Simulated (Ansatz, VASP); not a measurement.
**Ga: VASP beside Ansatz**

Contents of INCAR:

```
SYSTEM = Ga
AGGAC = 1.0 ; AGGAX = 1.0
ALDAC = 0.0 ; ALDAX = 1.0
ALGO = Normal ; EDIFF = 1E-7
ENCUT = 520 ; GGA = B5
ISIF = 2 ; ISMEAR = -1
LASPH = .True. ; LCHARG = .False.
LREAL = .False. ; LWAVE = .False.
NBANDS = 12 ; NELM = 60
PREC = Accurate ; SIGMA = 0.1
```

Contents of KPOINTS:

```
k-points
0
Gamma
  14 14 14
  0 0 0
```

File POSCAR:

```
Ga
1.0
   -1.8089376422      1.8089376422      1.8089376422
    1.8089376422     -1.8089376422      1.8089376422
    1.8089376422      1.8089376422     -1.8089376422
Ga
1
Direct
    0.0000000000      0.0000000000      0.0000000000
```

Input for Ansatz:

```yaml
crystal:
  lattice:
    - [-1.8089376422, 1.8089376422, 1.8089376422]
    - [1.8089376422, -1.8089376422, 1.8089376422]
    - [1.8089376422, 1.8089376422, -1.8089376422]
  atoms:
    - { symbol: Ga, position: [0.0, 0.0, 0.0] }
hamiltonian:
  xc: blyp
  pseudopotentials:
    kind: paw
    azcp:
      Ga: "pseudopotentials/Ga.paw.azcp"
basis:
  ecutwfc: 420
  fft_grid_basis: typed
kpoints:
  mp_grid: { grid: [14, 14, 14], shift: [0, 0, 0] }
magnetization:
  spin_polarized: false
scf:
  occupations: { method: fermi_dirac, width: 0.1 }
  lower_state_search: "off"
output:
  stress: true
```

Alike in both runs: task single point; functional BLYP; k mesh 14 × 14 × 14; occupations fermi-dirac, width 0.1 eV; no spin polarisation.

```csv
,VASP,Ansatz
version,VASP 6.6.1,Ansatz 0.2.0
potentials or method,"VASP PAW PBE potentials, release 64 (Ga_d), cutoff 520 eV","plane waves (420 eV) with PAW, scalar-relativistic"
valence electrons in the cell,13,13
```

```tsv
	VASP	Ansatz	Ansatz less VASP
pressure (GPa)	-1.8	-1.8	+0.01
```

VASP's potentials were made for PBE, not for BLYP. With one functional, cell and mesh, what is left measures potentials, basis and numerics.
